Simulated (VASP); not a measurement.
# BN (Cmcm) in VASP: a series of runs, part 2 of 2

VASP 6.6.1.

### 3 Single point, PBE+D3(BJ) (strain -0.0150 x Voigt [1, 0, 0, 0, 0, 0])

The input, INCAR:

```
PREC = Accurate
ENCUT = 520
EDIFF = 1E-7
ISMEAR = 0
SIGMA = 0.05
LREAL = F
LASPH = T
NELM = 60
ALGO = Normal
ISIF = 2
LWAVE = F
LCHARG = F
GGA = PE
IVDW = 12
NBANDS = 16
```

The input, KPOINTS:

```
regular mesh
0
Gamma
  12 12 4
```

The input, POSCAR:

```
BN
1.0
    2.4664318287      0.0000000000      0.0000000000
   -1.2332159144      2.1685204268      0.0000000000
    0.0000000000      0.0000000000      6.6612000000
B N
2 2
Direct
    0.3333333333      0.6666666667      0.2500000000
    0.6666666667      0.3333333333      0.7500000000
    0.3333333333      0.6666666667      0.7500000000
    0.6666666667      0.3333333333      0.2500000000
```

Potentials or basis: VASP PAW PBE potentials, release 64 (B, N).

On the command line:

```sh
$ cat potpaw_PBE.64/B/POTCAR potpaw_PBE.64/N/POTCAR > POTCAR
$ mpirun -np 1 vasp_std > vasp.out
```

OUTCAR:

```text
PREC = Accurate
   ENCUT = 520
   EDIFF = 1E-7
   ISMEAR = 0
   LREAL = F
   LASPH = T
   NELM = 60
   ISIF = 2
   GGA = PE
   IVDW = 12
 IVDW          = 12

 ion  position               nearest neighbor table
   1  0.333  0.667  0.250-   4 1.43   4 1.43   4 1.45
   2  0.667  0.333  0.750-   3 1.43   3 1.43   3 1.45
   3  0.333  0.667  0.750-   2 1.43   2 1.43   2 1.45
   4  0.667  0.333  0.250-   1 1.43   1 1.43   1 1.45

  LATTYP: Found a base centered orthorhombic cell.
 ALAT       =     2.4664318287
 B/A-ratio  =     1.7584272158
 C/A-ratio  =     2.7007436097

  Lattice vectors:

 A1 = (   1.2332159144,  -2.1685204268,   0.0000000000)
 A2 = (   1.2332159143,   2.1685204268,   0.0000000000)
 A3 = (   0.0000000000,   0.0000000000,   6.6612000000)

Analysis of symmetry for initial positions (statically):
=====================================================================
 Subroutine PRICEL returns:
 Original cell was already a primitive cell.

 Routine SETGRP: Setting up the symmetry group for a
 base centered orthorhombic supercell.

 Subroutine GETGRP returns: Found  8 space group operations
 (whereof  4 operations were pure point group operations)
 out of a pool of  8 trial point group operations.

The static configuration has the point symmetry C_2h.
 The point group associated with its full space group is D_2h.

Analysis of symmetry for dynamics (positions and initial velocities):
=====================================================================
 Subroutine PRICEL returns:
 Original cell was already a primitive cell.

 Routine SETGRP: Setting up the symmetry group for a
 base centered orthorhombic supercell.

 Subroutine GETGRP returns: Found  8 space group operations
 (whereof  4 operations were pure point group operations)
 out of a pool of  8 trial point group operations.

The dynamic configuration has the point symmetry C_2h.
 The point group associated with its full space group is D_2h.

[... 124 lines left out ...]
  Fermi-wavevector in a.u.,A,eV,Ry     =   1.253679  2.369110 21.384437  1.571712
  Thomas-Fermi vector in A             =   2.387521
   LORBIT       =      0    0 simple, 1 ext, 2 COOP (PROOUT), +10 PAW based schemes
   GGA     = PE    functional components
   LHFCALC =     F    Hartree Fock is set to
   AEXX    =    0.0000 exact exchange contribution
   IVDW    =    12    specifies the selected vdW correction
   LEPSILON=     F    determine dielectric tensor
   LRPA    =     F    only Hartree local field effects (RPA)
 non-spin polarized calculation
 Gauss-broadening in eV      SIGMA  =   0.05
  energy-cutoff  :      520.00
  volume of cell :       35.63
 maximum number of plane-waves:       973
   NGX =  9   NGY =  9   NGZ = 25

 number of electron      15.9999997 magnetization

 Free energy of the ion-electron system (eV)
  ---------------------------------------------------
  ext. energy  EPLUGINS =         0.00000000
  ---------------------------------------------------
  free energy    TOTEN  =       -35.11750237 eV

  energy without entropy =      -35.11750237  energy(sigma->0) =      -35.11750237

 E-fermi :   2.5907     XC(G=0): -10.0953

 val. band max:        2.3493290119   @ k =   0.4167   0.2500   0.0000
 cond. band min:       6.5989195154   @ k =   0.0000   0.5000   0.0000
 fundamental gap:      4.2495905035
 Fermi energy:         2.5907374929

 k-point     1 :       0.0000    0.0000    0.0000
  band No.  band energies     occupation
      1     -15.5847      2.00000
      2     -15.2995      2.00000
      3      -3.9667      2.00000
      4      -1.8887      2.00000
      5       1.0033      2.00000
      6       1.0387      2.00000
[... 433 lines left out ...]
      3      -6.3190      2.00000
      4      -6.2486      2.00000
      5      -3.2445      2.00000
      6      -3.1734      2.00000
[... 8 lines left out ...]
     15      17.0999      0.00000
     16      20.3631      0.00000

 [... further k-points ...]

------------------------ aborting loop because EDIFF is reached ----------------------------------------

 Edisp (eV)   -0.57100

 E8    (eV) :    -0.1671

  FORCE on cell =-STRESS in cart. coord.  units (eV):
  Direction    XX          YY          ZZ          XY          YZ          ZX
  --------------------------------------------------------------------------------------
  -------------------------------------------------------------------------------------
  Total       3.48095     0.85967    -0.08599    -0.00000     0.00000     0.00000
  in kB     156.53937    38.65938    -3.86696    -0.00000     0.00000     0.00000
  external pressure =       63.78 kB  Pullay stress =        0.00 kB

 VOLUME and BASIS-vectors are now :
 -----------------------------------------------------------------------------
  energy-cutoff  :      520.00
  volume of cell :       35.63
      direct lattice vectors                 reciprocal lattice vectors
     2.466431829  0.000000000  0.000000000     0.405444006  0.230571958  0.000000000
    -1.233215914  2.168520427  0.000000000     0.000000000  0.461143915  0.000000000
     0.000000000  0.000000000  6.661200000     0.000000000  0.000000000  0.150123101

 POSITION                                       TOTAL-FORCE (eV/Angst)
 -----------------------------------------------------------------------------------
     -0.00000      1.44568      1.66530        -0.000000      0.209842      0.000000
      1.23322      0.72284      4.99590         0.000000     -0.209842      0.000000
     -0.00000      1.44568      4.99590        -0.000000      0.212172     -0.000000
      1.23322      0.72284      1.66530         0.000000     -0.212172      0.000000
 -----------------------------------------------------------------------------------
    total drift:                               -0.000000      0.000000     -0.000000

  FREE ENERGIE OF THE ION-ELECTRON SYSTEM (eV)
  ---------------------------------------------------
  free  energy   TOTEN  =       -35.6885020002 eV

  energy  without entropy=      -35.6885020002  energy(sigma->0) =      -35.68850200
```

OSZICAR:

```text
N       E                     dE             d eps       ncg     rms          rms(c)
DAV:   1     0.508111221434E+02    0.50811E+02   -0.81037E+03  4144   0.928E+02
DAV:   2    -0.355439400378E+02   -0.86355E+02   -0.78309E+02  5776   0.223E+02
DAV:   3    -0.388227989582E+02   -0.32789E+01   -0.32659E+01  5288   0.432E+01
DAV:   4    -0.388433950776E+02   -0.20596E-01   -0.20592E-01  5264   0.378E+00
DAV:   5    -0.388435853183E+02   -0.19024E-03   -0.19024E-03  5288   0.344E-01    0.115E+01
DAV:   6    -0.355047018989E+02    0.33389E+01   -0.52759E+00  5376   0.177E+01    0.518E+00
DAV:   7    -0.351986394736E+02    0.30606E+00   -0.62672E-01  5592   0.573E+00    0.321E+00
DAV:   8    -0.351213699672E+02    0.77270E-01   -0.24117E-01  5400   0.333E+00    0.485E-01
DAV:   9    -0.351164327172E+02    0.49373E-02   -0.16156E-02  4672   0.104E+00    0.203E-01
DAV:  10    -0.351173814841E+02   -0.94877E-03   -0.13390E-03  4824   0.283E-01    0.352E-02
DAV:  11    -0.351174846028E+02   -0.10312E-03   -0.92897E-05  5056   0.769E-02    0.246E-02
DAV:  12    -0.351175020630E+02   -0.17460E-04   -0.31642E-05  4488   0.384E-02    0.236E-03
DAV:  13    -0.351175022586E+02   -0.19560E-06   -0.64510E-07  5752   0.661E-03    0.876E-04
DAV:  14    -0.351175023632E+02   -0.10460E-06   -0.14460E-07  4152   0.262E-03    0.190E-04
DAV:  15    -0.351175023674E+02   -0.42376E-08   -0.31322E-09  3032   0.480E-04
   1 F= -.35688502E+02 E0= -.35688502E+02  d E =-.210066E-13
```

Wall time 41 s (1 thread of Intel Xeon Platinum 8488C (Sapphire Rapids), shared host); peak memory 0.19 GiB.

What came out:

| Quantity | Value |
| --- | --- |
| Free energy | -35.6885 eV |
| Pressure | 6.4 GPa |
| Largest force | 0.212 eV/Å |
| Band gap on the k mesh | 4.25 eV, indirect (least direct gap 4.71 eV) |
| Dispersion energy per atom | -0.143 eV |

Forces in eV/Å, atoms in the order of the input:
```
B    0.000  0.210  0.000
B    0.000 -0.210  0.000
N    0.000  0.212  0.000
N    0.000 -0.212  0.000
```

Levels at points of the mesh, in eV from the valence-band top:
```csv
k point,band 6,band 7,band 8,band 9,band 10,band 11
"(0.00, 0.00, 0.00)",-1.31,-1.27,-1.23,5.23,10.35,11.48
"(0.50, 0.00, 0.00)",-4.19,-1.40,-0.43,4.35,5.67,9.63
"(0.00, 0.50, 0.00)",-3.97,-1.56,-0.54,4.25,5.68,9.93
"(0.00, 0.00, 0.50)",-1.33,-1.25,-1.25,7.61,7.61,11.60
"(0.50, 0.00, 0.50)",-4.22,-0.89,-0.89,4.80,4.80,10.00
"(0.00, 0.50, 0.50)",-4.00,-1.04,-1.04,4.75,4.75,10.44
```

Caveat: the cell differs from its parent crystal (strain -0.0150 x Voigt [1, 0, 0, 0, 0, 0]).

### 4 Single point, PBE+D3(BJ) (strain -0.0100 x Voigt [1, 0, 0, 0, 0, 0])

Changes to INCAR since step 3:

```diff
@@ -2,3 +2,3 @@
 ENCUT = 520
-EDIFF = 1E-7
+EDIFF = 1E-6
 ISMEAR = 0
@@ -7,3 +7,3 @@
 LASPH = T
-NELM = 60
+NELM = 100
 ALGO = Normal
```

The input, KPOINTS:

```
Automatic mesh
0
Gamma
  12 12 4
```

Changes to POSCAR since step 3:

```diff
@@ -2,4 +2,4 @@
 1.0
-    2.4664318287      0.0000000000      0.0000000000
-   -1.2332159144      2.1685204268      0.0000000000
+    2.4789517873      0.0000000000      0.0000000000
+   -1.2394758937      2.1685204268      0.0000000000
     0.0000000000      0.0000000000      6.6612000000
```

On the command line:

```sh
$ cat potpaw_PBE.64/B/POTCAR potpaw_PBE.64/N/POTCAR > POTCAR
$ mpirun -np 1 vasp_std > vasp.out
```

Wall time 36 s (1 thread of Intel Xeon Platinum 8488C (Sapphire Rapids), shared host); peak memory 0.19 GiB.

It converged, with:

```
Free energy                : -35.7035 eV
Pressure                   : 4.4 GPa
Largest force              : 0.137 eV/Å
Band gap on the k mesh     : 4.26 eV, indirect (least direct gap 4.68 eV)
Dispersion energy per atom : -0.142 eV
```

Forces in eV/Å, atoms in the order of the input:
```
B    0.000  0.135  0.000
B    0.000 -0.135  0.000
N    0.000  0.137  0.000
N    0.000 -0.137  0.000
```

Stress tensor (GPa, compression positive):
```
10.70  0.00  0.00
 0.00  2.96  0.00
 0.00  0.00 -0.36
```

Levels at points of the mesh, in eV from the valence-band top:
```tsv
k point	band 4	band 5	band 6	band 7	band 8	band 9	band 10	band 11	band 12	band 13
(0.00, 0.00, 0.00)	-4.19	-1.34	-1.30	-1.29	-1.25	5.24	10.33	11.52	11.68	11.79
(0.50, 0.00, 0.00)	-8.89	-4.21	-4.15	-1.41	-0.43	4.33	5.66	9.60	10.02	12.80
(0.00, 0.50, 0.00)	-8.92	-4.06	-4.00	-1.51	-0.50	4.26	5.67	9.81	10.34	12.71
(0.00, 0.00, 0.50)	-5.35	-1.32	-1.32	-1.27	-1.27	7.61	7.61	11.61	11.61	11.85
(0.50, 0.00, 0.50)	-8.92	-4.18	-4.18	-0.90	-0.90	4.78	4.78	9.98	9.98	13.67
(0.00, 0.50, 0.50)	-8.96	-4.03	-4.03	-0.99	-0.99	4.75	4.75	10.27	10.27	13.64
```

Caveat: the cell differs from its parent crystal (strain -0.0100 x Voigt [1, 0, 0, 0, 0, 0]). A k mesh can miss the band edges.

### 5 Single point, PBE+D3(BJ) (strain -0.0050 x Voigt [1, 0, 0, 0, 0, 0])

The input, INCAR:

```
SYSTEM = BN
PREC     = Accurate       ! precision mode
ENCUT    = 520            ! plane-wave cutoff, eV
EDIFF    = 1E-7           ! SCF threshold, eV
ISMEAR   = 0              ! smearing method
SIGMA    = 0.05           ! smearing width, eV
LREAL    = .False.        ! projectors in reciprocal space
LASPH    = .True.         ! aspherical terms in the spheres
NELM     = 80             ! most SCF steps
ALGO     = Normal         ! electronic algorithm
ISIF     = 2              ! what is computed and relaxed
LWAVE    = .False.        ! write WAVECAR
LCHARG   = .False.        ! write CHGCAR
GGA      = PE             ! functional
IVDW     = 12             ! dispersion correction
NBANDS   = 16             ! bands
```

The input, KPOINTS:

```
Automatic mesh
0
Gamma
  12 12 4
  0 0 0
```

Changes to POSCAR since step 4:

```diff
@@ -2,4 +2,4 @@
 1.0
-    2.4789517873      0.0000000000      0.0000000000
-   -1.2394758937      2.1685204268      0.0000000000
+    2.4914717458      0.0000000000      0.0000000000
+   -1.2457358729      2.1685204268      0.0000000000
     0.0000000000      0.0000000000      6.6612000000
```

Potentials or basis: VASP PAW PBE potentials, release 64 (B, N).

On the command line:

```sh
$ cat potpaw_PBE.64/B/POTCAR potpaw_PBE.64/N/POTCAR > POTCAR
$ mpirun -np 1 vasp_std > vasp.out
```

OUTCAR:

```text
SYSTEM = BN
   PREC = Accurate
   ENCUT = 520
   EDIFF = 1E-7
   ISMEAR = 0
   LREAL = .False.
   LASPH = .True.
   NELM = 80
   ISIF = 2
   GGA = PE
   IVDW = 12
 IVDW          = 12

 ion  position               nearest neighbor table
   1  0.333  0.667  0.250-   4 1.44   4 1.44   4 1.45
   2  0.667  0.333  0.750-   3 1.44   3 1.44   3 1.45
   3  0.333  0.667  0.750-   2 1.44   2 1.44   2 1.45
   4  0.667  0.333  0.250-   1 1.44   1 1.44   1 1.45

  LATTYP: Found a base centered orthorhombic cell.
 ALAT       =     2.4914717458
 B/A-ratio  =     1.7407545805
 C/A-ratio  =     2.6736004577

  Lattice vectors:

 A1 = (   1.2457358729,  -2.1685204268,   0.0000000000)
 A2 = (   1.2457358729,   2.1685204268,   0.0000000000)
 A3 = (   0.0000000000,   0.0000000000,   6.6612000000)

Analysis of symmetry for initial positions (statically):
=====================================================================
 Subroutine PRICEL returns:
 Original cell was already a primitive cell.

 Routine SETGRP: Setting up the symmetry group for a
 base centered orthorhombic supercell.

 Subroutine GETGRP returns: Found  8 space group operations
 (whereof  4 operations were pure point group operations)
[... 175 lines left out ...]
 Fermi energy:         2.5946512580

 k-point     1 :       0.0000    0.0000    0.0000
  band No.  band energies     occupation
      1     -15.5595      2.00000
      2     -15.2728      2.00000
      3      -3.9565      2.00000
      4      -1.8680      2.00000
      5       0.9466      2.00000
      6       0.9711      2.00000
[... 433 lines left out ...]
      3      -6.3343      2.00000
      4      -6.2600      2.00000
      5      -3.2473      2.00000
      6      -3.1742      2.00000
[... 8 lines left out ...]
     15      16.9411      0.00000
     16      20.2697      0.00000

 [... further k-points ...]

------------------------ aborting loop because EDIFF is reached ----------------------------------------

 Edisp (eV)   -0.56526

 E8    (eV) :    -0.1655

  FORCE on cell =-STRESS in cart. coord.  units (eV):
  Direction    XX          YY          ZZ          XY          YZ          ZX
  --------------------------------------------------------------------------------------
  -------------------------------------------------------------------------------------
  Total       1.32255     0.46738    -0.08007     0.00000     0.00000     0.00000
  in kB      58.87757    20.80699    -3.56438     0.00000     0.00000     0.00000
  external pressure =       25.37 kB  Pullay stress =        0.00 kB

 VOLUME and BASIS-vectors are now :
 -----------------------------------------------------------------------------
  energy-cutoff  :      520.00
  volume of cell :       35.99
      direct lattice vectors                 reciprocal lattice vectors
     2.491471746  0.000000000  0.000000000     0.401369191  0.230571958  0.000000000
    -1.245735873  2.168520427  0.000000000     0.000000000  0.461143915  0.000000000
     0.000000000  0.000000000  6.661200000     0.000000000  0.000000000  0.150123101

 POSITION                                       TOTAL-FORCE (eV/Angst)
 -----------------------------------------------------------------------------------
     -0.00000      1.44568      1.66530        -0.000000      0.065077      0.000000
      1.24574      0.72284      4.99590         0.000000     -0.065077     -0.000000
     -0.00000      1.44568      4.99590        -0.000000      0.065867     -0.000000
      1.24574      0.72284      1.66530         0.000000     -0.065867      0.000000
 -----------------------------------------------------------------------------------
    total drift:                                0.000000     -0.000000     -0.000000

  FREE ENERGIE OF THE ION-ELECTRON SYSTEM (eV)
  ---------------------------------------------------
  free  energy   TOTEN  =       -35.7130514324 eV

  energy  without entropy=      -35.7130514324  energy(sigma->0) =      -35.71305143
```

OSZICAR:

```text
N       E                     dE             d eps       ncg     rms          rms(c)
DAV:   1     0.494131653012E+02    0.49413E+02   -0.79395E+03  4136   0.920E+02
DAV:   2    -0.354990373847E+02   -0.84912E+02   -0.77052E+02  5752   0.221E+02
DAV:   3    -0.387434353511E+02   -0.32444E+01   -0.32318E+01  5264   0.429E+01
DAV:   4    -0.387636635589E+02   -0.20228E-01   -0.20225E-01  5264   0.376E+00
DAV:   5    -0.387638511318E+02   -0.18757E-03   -0.18757E-03  5216   0.345E-01    0.113E+01
DAV:   6    -0.355135213540E+02    0.32503E+01   -0.52219E+00  5392   0.176E+01    0.509E+00
DAV:   7    -0.352268681471E+02    0.28665E+00   -0.59285E-01  5584   0.559E+00    0.318E+00
DAV:   8    -0.351516717002E+02    0.75196E-01   -0.23729E-01  5392   0.328E+00    0.481E-01
DAV:   9    -0.351467307087E+02    0.49410E-02   -0.15808E-02  4664   0.103E+00    0.199E-01
DAV:  10    -0.351476736352E+02   -0.94293E-03   -0.13525E-03  4848   0.282E-01    0.350E-02
DAV:  11    -0.351477762252E+02   -0.10259E-03   -0.97076E-05  5024   0.789E-02    0.249E-02
DAV:  12    -0.351477901145E+02   -0.13889E-04   -0.29997E-05  4568   0.378E-02    0.261E-03
DAV:  13    -0.351477902677E+02   -0.15320E-06   -0.68065E-07  5680   0.640E-03    0.903E-04
DAV:  14    -0.351477903797E+02   -0.11193E-06   -0.15737E-07  4272   0.268E-03    0.189E-04
DAV:  15    -0.351477903809E+02   -0.12035E-08   -0.20861E-09  3088   0.382E-04
   1 F= -.35713051E+02 E0= -.35713051E+02  d E =-.159100E-20
```

Wall time 41 s (1 thread of Intel Xeon Platinum 8488C (Sapphire Rapids), shared host); peak memory 0.2 GiB.

Results:

```
Free energy                : -35.7131 eV
Pressure                   : 2.5 GPa
Largest force              : 0.066 eV/Å
Band gap on the k mesh     : 4.27 eV, indirect (least direct gap 4.66 eV)
Dispersion energy per atom : -0.141 eV
```

Forces in eV/Å, atoms in the order of the input:
```
B    0.000  0.065  0.000
B    0.000 -0.065  0.000
N    0.000  0.066  0.000
N    0.000 -0.066  0.000
```

Caveat: the cell differs from its parent crystal (strain -0.0050 x Voigt [1, 0, 0, 0, 0, 0]). A k mesh can miss the band edges.

### 6 Overview

| cell | gap on the mesh (eV) | pressure (GPa) | largest force (eV/Å) |
| --- | --- | --- | --- |
| a = 2.454, b = 2.492, c = 6.661 Å, angles 90.0, 90.0, 119.5°, 4 atoms | 4.23 | 8.4 | 0.29 |
| a = 2.466, b = 2.495, c = 6.661 Å, angles 90.0, 90.0, 119.6°, 4 atoms | 4.25 | 6.4 | 0.21 |
| a = 2.479, b = 2.498, c = 6.661 Å, angles 90.0, 90.0, 119.8°, 4 atoms | 4.26 | 4.4 | 0.14 |
| a = 2.491, b = 2.501, c = 6.661 Å, angles 90.0, 90.0, 119.9°, 4 atoms | 4.27 | 2.5 | 0.07 |

Alike in all rows: task single point; level PBE+D3(BJ); potentials or basis VASP PAW PBE potentials, release 64 (B, N); no spin polarisation; k mesh 12 × 12 × 4; cutoff (eV) 520; smearing gaussian 0.05 eV.

Absolute energies hang on the potentials; compare differences alone.
